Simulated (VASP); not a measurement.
Runs of VASP 6.6.1 on ZnS. The structure is that of space group F-43m (No. 216), or close to it. The cells are those of the table. 

```tsv
task	cell	gap on the mesh (eV)	pressure (GPa)
relaxation of the atoms	atoms relaxed from a = 3.750 Å, angles 60.0°, 2 atoms	2.36	6.6
single point	a = 3.867, b = 3.867, c = 3.829 Å, angles 60.3, 60.3, 59.3°, 2 atoms	(a)	(b)
single point	a = 3.886, b = 3.886, c = 3.829 Å, angles 60.5, 60.5, 59.0°, 2 atoms	1.92	-0.8
relaxation of the atoms	atoms relaxed from a = 3.810, b = 3.810, c = 3.829 Å, angles 59.8, 59.8, 60.3°, 2 atoms	2.11	2.1
```

Alike in all rows: level PBE; potentials or basis VASP PAW PBE potentials, release 64 (Zn, S); no spin polarisation; k mesh 14 × 14 × 14; cutoff (eV) 520; smearing fermi-dirac 0.02 eV.

Question: Fill in the values left out.

Answer: (a) 1.98; (b) -0.1.

Caveats: the relaxation stopped at its first step, so nothing moved (at least some runs).

A k mesh can miss the band edges.
